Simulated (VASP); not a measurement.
# C (P6/mmm) in VASP: notebook

C is run at these levels: PBE+D3(BJ); tasks: single point.

Everything below comes from runs of VASP 6.6.1. Logs are shortened: lines on timing, memory, paths and dates and some standing lists are left out, and cuts for length are marked.

### 1 The cell of the first run

It takes space group P6/mmm (No. 191, hexagonal). Conventional cell: a = 2.465 Å, b = 2.465 Å, c = 3.514 Å, α = 90.00°, β = 90.00°, γ = 120.00°. C (site symmetry -6m2) has 3 C at 1.42 Å within 1.9 Å.

### 2 Single point, PBE+D3(BJ) (strain along c alone, the other axes held: -1.5 %)

INCAR reads:

```
SYSTEM = C
PREC = Accurate
ENCUT = 520
EDIFF = 1E-6
ISMEAR = 0
SIGMA = 0.1
LREAL = .False.
LASPH = .True.
NELM = 80
ALGO = Normal
ISIF = 2
LWAVE = .False.
LCHARG = .True.
GGA = PE
IVDW = 12
LELF = .True.
LVHAR = .True.
NBANDS = 11
```

KPOINTS reads:

```
Automatic mesh
0
Gamma
  24 24 14
  0 0 0
```

POSCAR reads:

```
C
1.0
    2.4647381471      0.0000000000      0.0000000000
   -1.2323690736      2.1345258491      0.0000000000
    0.0000000000      0.0000000000      3.5139149910
C
2
Direct
    0.3333333333      0.6666666667      0.0000000000
    0.6666666667      0.3333333333      0.0000000000
```

Potentials or basis: VASP PAW PBE potentials, release 64 (C).

Started as:

```
> cat potpaw_PBE.64/C/POTCAR > POTCAR
> mpirun -np 1 vasp_std > vasp.out
```

OUTCAR:

```text
SYSTEM = C
   PREC = Accurate
   ENCUT = 520
   EDIFF = 1E-6
   ISMEAR = 0
   LREAL = .False.
   LASPH = .True.
   NELM = 80
   ISIF = 2
   GGA = PE
   IVDW = 12
 IVDW          = 12

 ion  position               nearest neighbor table
   1  0.333  0.667  0.000-   2 1.42   2 1.42   2 1.42
   2  0.667  0.333  0.000-   1 1.42   1 1.42   1 1.42

  LATTYP: Found a hexagonal cell.
 ALAT       =     2.4647381471
 C/A-ratio  =     1.4256747700

  Lattice vectors:

 A1 = (   2.4647381471,   0.0000000000,   0.0000000000)
 A2 = (  -1.2323690736,   2.1345258491,   0.0000000000)
 A3 = (   0.0000000000,   0.0000000000,   3.5139149910)

Analysis of symmetry for initial positions (statically):
=====================================================================
 Subroutine PRICEL returns:
 Original cell was already a primitive cell.

 Routine SETGRP: Setting up the symmetry group for a
 hexagonal supercell.

 Subroutine GETGRP returns: Found 24 space group operations
 (whereof 24 operations were pure point group operations)
 out of a pool of 24 trial point group operations.

The static configuration has the point symmetry D_6h.

Analysis of symmetry for dynamics (positions and initial velocities):
=====================================================================
 Subroutine PRICEL returns:
 Original cell was already a primitive cell.

 Routine SETGRP: Setting up the symmetry group for a
 hexagonal supercell.

 Subroutine GETGRP returns: Found 24 space group operations
 (whereof 24 operations were pure point group operations)
 out of a pool of 24 trial point group operations.

The dynamic configuration has the point symmetry D_6h.

 Subroutine INISYM returns: Found 24 space group operations
 (whereof 24 operations are pure point group operations),
 and found     1 'primitive' translations

----------------------------------------------------------------------------------------

                                     Primitive cell

  volume of cell :      18.4869

  direct lattice vectors                    reciprocal lattice vectors
     2.464738147  0.000000000  0.000000000     0.405722612  0.234244060  0.000000000
    -1.232369074  2.134525849  0.000000000     0.000000000  0.468488119  0.000000000
     0.000000000  0.000000000  3.513914991     0.000000000  0.000000000  0.284582866

  length of vectors
     2.464738147  2.464738147  3.513914991     0.468488119  0.468488119  0.284582866

  position of ions in fractional coordinates (direct lattice)
     0.333333333  0.666666667  0.000000000
     0.666666667  0.333333333  0.000000000

  ion indices of the primitive-cell ions
   primitive index   ion index
                 1           1
                 2           2

----------------------------------------------------------------------------------------

 KPOINTS: Automatic mesh

Automatic generation of k-mesh.
 Grid dimensions read from file:
 generate k-points for:   24   24   14

 Generating k-lattice:

  Cartesian coordinates                     Fractional coordinates (reciprocal lattice)
     0.016905109  0.009760169  0.000000000     0.041666667 -0.000000000  0.000000000
     0.000000000  0.019520338  0.000000000     0.000000000  0.041666667  0.000000000
     0.000000000  0.000000000  0.020327348     0.000000000  0.000000000  0.071428571

  Length of vectors
     0.019520338  0.019520338  0.020327348

  Shift w.r.t. Gamma in fractional coordinates (k-lattice)
     0.000000000  0.000000000  0.000000000

 Subroutine IBZKPT returns following result:
 ===========================================

 Found    488 irreducible k-points:

 Following reciprocal coordinates:
            Coordinates               Weight
  0.000000  0.000000  0.000000      1.000000
  0.041667 -0.000000  0.000000      6.000000
  0.083333  0.000000  0.000000      6.000000
  0.125000 -0.000000  0.000000      6.000000
  0.166667  0.000000  0.000000      6.000000
  0.208333 -0.000000  0.000000      6.000000
[... 16 lines left out ...]
  0.416667  0.041667  0.000000     12.000000
  0.458333  0.041667  0.000000     12.000000
 [... further k-points ...]
   k-points           NKPTS =    488   k-points in BZ     NKDIM =    488   number of bands    NBANDS=     11
   number of dos      NEDOS =    301   number of ions     NIONS =      2
   total plane-waves  NPLWV =   9072
   dimension x,y,z NGX =    18 NGY =   18 NGZ =   28
   dimension x,y,z NGXF=    36 NGYF=   36 NGZF=   56
   ions per type =               2
   NGX,Y,Z   is equivalent  to a cutoff of  12.14, 12.14, 13.25 a.u.
   NGXF,Y,Z  is equivalent  to a cutoff of  24.28, 24.28, 26.49 a.u.
 SYSTEM =  C
   PREC   = accura    normal or accurate (medium, high low for compatibility)
   ISTART =      0    job   : 0-new  1-cont  2-samecut
   ICHARG =      2    charge: 1-file 2-atom 10-const
   ISPIN  =      1    spin polarized calculation?
   LNONCOLLINEAR =      F non collinear calculations
   LSORBIT =      F    spin-orbit coupling
   LASPH  =      T    aspherical Exc in radial PAW
   ENCUT  =  520.0 eV  38.22 Ry    6.18 a.u.   4.58  4.58  6.53*2*pi/ulx,y,z
   NELM   =     80;   NELMIN=  2; NELMDL= -5     # of ELM steps
   EDIFF  = 0.1E-05   stopping-criterion for ELM
   LREAL  =      F    real-space projection
   EDIFFG = 0.1E-04   stopping-criterion for IOM
   NSW    =      0    number of steps for IOM
   IBRION =     -1    ionic relax: 0-MD 1-quasi-New 2-CG
   NFREE  =      0    steps in history (QN), initial steepest desc. (CG)
   ISIF   =      2    stress and relaxation
   ISYM   =      2    0-nonsym 1-usesym 2-fastsym
   POTIM  = 0.5000    time-step for ionic-motion
   TEBEG  =    0.0;   TEEND  =   0.0 temperature during run
   PSTRESS=    0.0 pullay stress
   NELECT =       8.0000    total number of electrons
   NUPDOWN=      -1.0000    fix difference up-down
   EMIN   =  10.00;   EMAX   =-10.00  energy-range for DOS
   EFERMI =   0.00;   METHOD = LEGACY
   ISMEAR =     0;   SIGMA  =   0.10  broadening in eV -4-tet -1-fermi 0-gaus
   EFERMI_NEDOS =   21; number of points for ismear=-14 and -15
   IALGO  =     38    algorithm
   IMIX   =      4    mixing-type and parameters
     AMIX     =   0.40;   BMIX     =  1.00
     AMIX_MAG =   1.60;   BMIX_MAG =  1.00
  volume/ion in A,a.u.               =       9.24        62.38
  Fermi-wavevector in a.u.,A,eV,Ry     =   1.238275  2.340000 20.862144  1.533324
  Thomas-Fermi vector in A             =   2.372807
   LORBIT       =      0    0 simple, 1 ext, 2 COOP (PROOUT), +10 PAW based schemes
   GGA     = PE    functional components
   LHFCALC =     F    Hartree Fock is set to
   AEXX    =    0.0000 exact exchange contribution
   IVDW    =    12    specifies the selected vdW correction
   LEPSILON=     F    determine dielectric tensor
   LRPA    =     F    only Hartree local field effects (RPA)
 non-spin polarized calculation
 Gauss-broadening in eV      SIGMA  =   0.10
  energy-cutoff  :      520.00
  volume of cell :       18.49
 maximum number of plane-waves:       516
   NGX =  9   NGY =  9   NGZ = 13

 number of electron       7.9999999 magnetization

 Free energy of the ion-electron system (eV)
  ---------------------------------------------------
  ext. energy  EPLUGINS =         0.00000000
  ---------------------------------------------------
  free energy    TOTEN  =       -18.42154800 eV

  energy without entropy =      -18.42149130  energy(sigma->0) =      -18.42151965

 E-fermi :   4.3088     XC(G=0):  -9.9904

 val. band max:        4.1831830633   @ k =   0.3333   0.3333   0.2857
 cond. band min:       4.4088738054   @ k =   0.3333   0.3333   0.2143
 fundamental gap:      0.2256907422
 Fermi energy:         4.3088303799

 k-point     1 :       0.0000    0.0000    0.0000
  band No.  band energies     occupation
      1     -15.3194      2.00000
      2      -2.4926      2.00000
      3       1.2703      2.00000
      4       1.2703      2.00000
      5       8.2389      0.00000
      6      12.6046      0.00000
      7      12.6046      0.00000
      8      15.9079      0.00000
      9      16.7015      0.00000
     10      26.4969      0.00000
     11      28.5357      0.00000

 k-point     2 :       0.0417   -0.0000    0.0000
  band No.  band energies     occupation
      1     -15.2780      2.00000
      2      -2.4450      2.00000
      3       1.0998      2.00000
      4       1.1806      2.00000
      5       8.2897      0.00000
      6      12.6279      0.00000
      7      12.7838      0.00000
      8      15.7708      0.00000
      9      16.7719      0.00000
     10      26.6241      0.00000
     11      28.4637      0.00000

 k-point     3 :       0.0833    0.0000    0.0000
  band No.  band energies     occupation
      1     -15.1540      2.00000
      2      -2.3023      2.00000
      3       0.6146      2.00000
      4       0.9302      2.00000
      5       8.4423      0.00000
      6      12.6690      0.00000
      7      13.3019      0.00000
      8      15.3720      0.00000
      9      16.9947      0.00000
     10      26.9754      0.00000
     11      28.2094      0.00000

 k-point     4 :       0.1250   -0.0000    0.0000
  band No.  band energies     occupation
      1     -14.9479      2.00000
      2      -2.0658      2.00000
      3      -0.1216      2.00000
      4       0.5644      2.00000
      5       8.6970      0.00000
      6      12.6709      0.00000
      7      14.1094      0.00000
      8      14.7438      0.00000
      9      17.3835      0.00000
     10      27.4495      0.00000
     11      27.7141      0.00000

 k-point     5 :       0.1667    0.0000    0.0000
  band No.  band energies     occupation
      1     -14.6599      2.00000
      2      -1.7373      2.00000
      3      -1.0349      2.00000
      4       0.1348      2.00000
      5       9.0536      0.00000
      6      12.6025      0.00000
      7      13.9323      0.00000
      8      15.1481      0.00000
      9      17.9167      0.00000
     10      27.0109      0.00000
     11      27.8148      0.00000
[... 211 lines left out ...]
 k-point    21 :       0.3333    0.0417    0.0000
  band No.  band energies     occupation
      1     -12.3585      2.00000
      2      -5.8919      2.00000
      3      -1.7643      2.00000
      4       0.7684      2.00000
      5       9.1805      0.00000
      6      11.7571      0.00000
      7      12.2448      0.00000
      8      18.8701      0.00000
      9      21.3417      0.00000
     10      23.4745      0.00000
     11      25.4420      0.00000

 k-point    22 :       0.3750    0.0417    0.0000
  band No.  band energies     occupation
      1     -11.6545      2.00000
      2      -6.9474      2.00000
      3      -2.0032      2.00000
      4       1.4495      2.00000
      5       8.1701      0.00000
      6      11.8479      0.00000
      7      12.9223      0.00000
      8      18.1589      0.00000
      9      22.4657      0.00000
     10      23.0481      0.00000
     11      25.8110      0.00000

 k-point    23 :       0.4167    0.0417    0.0000
  band No.  band energies     occupation
      1     -10.8997      2.00000
      2      -7.9418      2.00000
      3      -2.1653      2.00000
      4       2.0750      2.00000
      5       7.3165      0.00000
      6      11.7859      0.00000
      7      13.8734      0.00000
      8      17.1412      0.00000
      9      22.7631      0.00000
     10      23.4416      0.00000
     11      26.3484      0.00000

 k-point    24 :       0.4583    0.0417    0.0000
  band No.  band energies     occupation
      1     -10.1811      2.00000
      2      -8.7817      2.00000
      3      -2.2471      2.00000
      4       2.4904      2.00000
      5       6.7846      0.00000
      6      11.7472      0.00000
      7      14.9055      0.00000
      8      16.0455      0.00000
      9      22.6205      0.00000
     10      24.0251      0.00000
     11      26.7403      0.00000

 [... further k-points ...]

------------------------ aborting loop because EDIFF is reached ----------------------------------------

 Edisp (eV)   -0.29570

 E8    (eV) :    -0.0832

  FORCE on cell =-STRESS in cart. coord.  units (eV):
  Direction    XX          YY          ZZ          XY          YZ          ZX
  --------------------------------------------------------------------------------------
  -------------------------------------------------------------------------------------
  Total       0.06449     0.06449     0.06068    -0.00000    -0.00000     0.00000
  in kB       5.58910     5.58910     5.25897    -0.00000    -0.00000     0.00000
  external pressure =        5.48 kB  Pullay stress =        0.00 kB

 VOLUME and BASIS-vectors are now :
 -----------------------------------------------------------------------------
  energy-cutoff  :      520.00
  volume of cell :       18.49
      direct lattice vectors                 reciprocal lattice vectors
     2.464738147  0.000000000  0.000000000     0.405722612  0.234244060  0.000000000
    -1.232369074  2.134525849  0.000000000     0.000000000  0.468488119  0.000000000
     0.000000000  0.000000000  3.513914991     0.000000000  0.000000000  0.284582866

 POSITION                                       TOTAL-FORCE (eV/Angst)
 -----------------------------------------------------------------------------------
     -0.00000      1.42302      0.00000         0.000000      0.000000     -0.000000
      1.23237      0.71151      0.00000        -0.000000     -0.000000      0.000000
 -----------------------------------------------------------------------------------
    total drift:                                0.000000     -0.000000      0.000000

  FREE ENERGIE OF THE ION-ELECTRON SYSTEM (eV)
  ---------------------------------------------------
  free  energy   TOTEN  =       -18.7172440075 eV

  energy  without entropy=      -18.7171873153  energy(sigma->0) =      -18.71721566
```

Run time: 86 s. Hardware: 1 thread of Intel Xeon 8259CL, shared host; peak memory 0.2 GiB.

What came out:

```yaml
Free_energy: -18.7172 eV
Pressure: 0.5 GPa
Band_gap_on_the_k_mesh: zero (bands 4 and 5 overlap by 1.02 eV)
Dispersion_energy_per_atom: -0.148 eV
```

Caveat: the cell differs from its parent crystal (strain along c alone, the other axes held: -1.5 %).

### 3 Single point, PBE+D3(BJ)

This run uses another cell than the first one, of 9.38 Å³/atom.

INCAR reads:

```
SYSTEM = C
PREC = Accurate ; ENCUT = 520
EDIFF = 1E-6 ; ISMEAR = 0
SIGMA = 0.1 ; LREAL = .False.
LASPH = .True. ; NELM = 80
ALGO = Normal ; ISIF = 2
LWAVE = .False. ; LCHARG = .False.
GGA = PE ; IVDW = 12
NBANDS = 11
```

KPOINTS is that of step 2.

Changes to POSCAR since step 2:

```diff
@@ -4,3 +4,3 @@
    -1.2323690736      2.1345258491      0.0000000000
-    0.0000000000      0.0000000000      3.5139149910
+    0.0000000000      0.0000000000      3.5674263868
 C
```

Potentials or basis: VASP PAW PBE potentials, release 64 (C).

Started as:

```
> cat potpaw_PBE.64/C/POTCAR > POTCAR
> mpirun -np 1 vasp_std > vasp.out
```

It took 89 s on 1 thread of Intel Xeon 8259CL, shared host; peak memory 0.2 GiB.

It converged, with:

| Item | Value |
| --- | --- |
| Free energy | -18.7179 eV |
| Pressure | 0.4 GPa |
| Band gap on the k mesh | zero (bands 4 and 5 overlap by 0.93 eV) |
| Dispersion energy per atom | -0.145 eV |

Stress tensor (GPa, compression positive):
```
 0.63  0.00  0.00
 0.00  0.63  0.00
 0.00  0.00 -0.01
```

Levels at points of the mesh, in eV from the Fermi level:
```csv
k point,band 1,band 2,band 3,band 4,band 5,band 6,band 7,band 8,band 9
"(0.00, 0.00, 0.00)",-19.61,-6.86,-3.03,-3.03,3.84,8.31,8.31,11.59,12.42
"(0.50, 0.00, 0.00)",-14.33,-13.28,-6.42,-1.84,2.37,7.27,10.94,11.23,18.51
"(0.00, 0.00, 0.50)",-19.42,-8.29,-3.01,-3.01,8.37,8.37,9.21,11.33,12.67
"(0.50, 0.00, 0.50)",-14.20,-13.17,-6.39,-2.84,1.07,7.52,13.13,16.22,18.96
```

### 4 Single point, PBE+D3(BJ) (strain along c alone, the other axes held: +1.5 %)

INCAR reads:

```
ALGO = Normal ; EDIFF = 1E-6
ENCUT = 520 ; GGA = PE
ISIF = 2 ; ISMEAR = 0
IVDW = 12 ; LASPH = True
LCHARG = False ; LREAL = False
LWAVE = False ; NBANDS = 11
NELM = 80 ; PREC = Accurate
SIGMA = 0.1
```

KPOINTS reads:

```
k-points
0
Gamma
  24 24 14
```

Changes to POSCAR since step 3:

```diff
@@ -4,3 +4,3 @@
    -1.2323690736      2.1345258491      0.0000000000
-    0.0000000000      0.0000000000      3.5674263868
+    0.0000000000      0.0000000000      3.6209377826
 C
```

Potentials or basis: VASP PAW PBE potentials, release 64 (C).

Started as:

```
> cat potpaw_PBE.64/C/POTCAR > POTCAR
> mpirun -np 1 vasp_std > vasp.out
```

OUTCAR:

```text
EDIFF = 1E-6
   ENCUT = 520
   GGA = PE
   ISIF = 2
   ISMEAR = 0
   IVDW = 12
   LASPH = True
   LREAL = False
   NELM = 80
   PREC = Accurate
 IVDW          = 12

 ion  position               nearest neighbor table
   1  0.333  0.667  0.000-   2 1.42   2 1.42   2 1.42
   2  0.667  0.333  0.000-   1 1.42   1 1.42   1 1.42

  LATTYP: Found a hexagonal cell.
 ALAT       =     2.4647381471
 C/A-ratio  =     1.4690963366

  Lattice vectors:
[... 521 lines left out ...]

 [... further k-points ...]

------------------------ aborting loop because EDIFF is reached ----------------------------------------

 Edisp (eV)   -0.28527

 E8    (eV) :    -0.0800

  FORCE on cell =-STRESS in cart. coord.  units (eV):
  Direction    XX          YY          ZZ          XY          YZ          ZX
  --------------------------------------------------------------------------------------
  -------------------------------------------------------------------------------------
  Total       0.08217     0.08217    -0.05159    -0.00000    -0.00000     0.00000
  in kB       6.91113     6.91113    -4.33852    -0.00000    -0.00000     0.00000
  external pressure =        3.16 kB  Pullay stress =        0.00 kB

 VOLUME and BASIS-vectors are now :
 -----------------------------------------------------------------------------
  energy-cutoff  :      520.00
  volume of cell :       19.05
      direct lattice vectors                 reciprocal lattice vectors
     2.464738147  0.000000000  0.000000000     0.405722612  0.234244060  0.000000000
    -1.232369074  2.134525849  0.000000000     0.000000000  0.468488119  0.000000000
     0.000000000  0.000000000  3.620937783     0.000000000  0.000000000  0.276171550

 POSITION                                       TOTAL-FORCE (eV/Angst)
 -----------------------------------------------------------------------------------
     -0.00000      1.42302      0.00000         0.000000     -0.000000     -0.000000
      1.23237      0.71151      0.00000        -0.000000      0.000000      0.000000
 -----------------------------------------------------------------------------------
    total drift:                                0.000000     -0.000000      0.000000

  FREE ENERGIE OF THE ION-ELECTRON SYSTEM (eV)
  ---------------------------------------------------
  free  energy   TOTEN  =       -18.7176258712 eV

  energy  without entropy=      -18.7175780371  energy(sigma->0) =      -18.71760195
```

OSZICAR:

```text
N       E                     dE             d eps       ncg     rms          rms(c)
DAV:   1     0.696214074440E+01    0.69621E+01   -0.43887E+03 11024   0.653E+02
DAV:   2    -0.189967075843E+02   -0.25959E+02   -0.24456E+02 14198   0.131E+02
DAV:   3    -0.196470328377E+02   -0.65033E+00   -0.64880E+00 13871   0.174E+01
DAV:   4    -0.196495456205E+02   -0.25128E-02   -0.25126E-02 12434   0.129E+00
DAV:   5    -0.196495563980E+02   -0.10777E-04   -0.10777E-04 13399   0.781E-02    0.632E+00
DAV:   6    -0.187274036356E+02    0.92215E+00   -0.71905E-01 12077   0.507E+00    0.369E+00
DAV:   7    -0.184276020420E+02    0.29980E+00   -0.87023E-01 12363   0.559E+00    0.103E+00
DAV:   8    -0.184326035115E+02   -0.50015E-02   -0.23874E-02 11543   0.977E-01    0.139E-01
DAV:   9    -0.184322451177E+02    0.35839E-03   -0.73972E-04 12720   0.172E-01    0.644E-02
DAV:  10    -0.184323537048E+02   -0.10859E-03   -0.23496E-04 11570   0.103E-01    0.326E-02
DAV:  11    -0.184323547100E+02   -0.10052E-05   -0.11417E-05 12727   0.201E-02    0.497E-03
DAV:  12    -0.184323552871E+02   -0.57713E-06   -0.74432E-07 11732   0.640E-03
   1 F= -.18717626E+02 E0= -.18717602E+02  d E =-.478341E-04
```

It took 75 s on 1 thread of Intel Xeon 8259CL, shared host; peak memory 0.2 GiB.

What came out:

* Free energy: -18.7176 eV
* Pressure: 0.3 GPa
* Band gap on the k mesh: zero (bands 4 and 5 overlap by 0.84 eV)
* Dispersion energy per atom: -0.143 eV

Caveat: the cell differs from its parent crystal (strain along c alone, the other axes held: +1.5 %).

(Part 1 of 2 ends here.)
